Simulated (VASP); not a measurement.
Here is a VASP 6.6.1 calculation.

The input INCAR:

```
SYSTEM = Sc
  PREC = Accurate
  ENCUT = 520
  EDIFF = 1E-7
  ISMEAR = 0
  SIGMA = 0.1
  LREAL = .FALSE.
  LASPH = .TRUE.
  NELM = 80
  ALGO = Normal
  ISIF = 2
  LWAVE = .FALSE.
  LCHARG = .TRUE.
  GGA = PS
  LELF = .TRUE.
  LVHAR = .TRUE.
  NBANDS = 18
```

Contents of KPOINTS:

```
Automatic mesh
0
G
  6 6 6
  0 0 0
```

File POSCAR:

```
Sc
1.0
    3.6331918187      0.0000000000      0.0000000000
    0.0000000000      3.6331918187      0.0000000000
    0.0000000000      0.0000000000      3.6331918187
Sc
2
Direct
    0.0000000000      0.0000000000      0.0000000000
    0.5000000000      0.5000000000      0.5000000000
```

Potentials or basis: VASP PAW PBE potentials, release 64 (Sc_sv).

Run with:

```console
$ cat potpaw_PBE.64/Sc_sv/POTCAR > POTCAR
$ mpirun -np 1 vasp_std > vasp.out
```

Question: What does it give for the band gap on the k mesh?

Answer: Zero (band 11 reaches 4.40 eV, above the bottom of band 12 at 3.60 eV).

Question: Predict the pressure.

Answer: 0.0 GPa.

Caveat: the PAW data sets were made with another functional, which shifts forces and pressure a little.
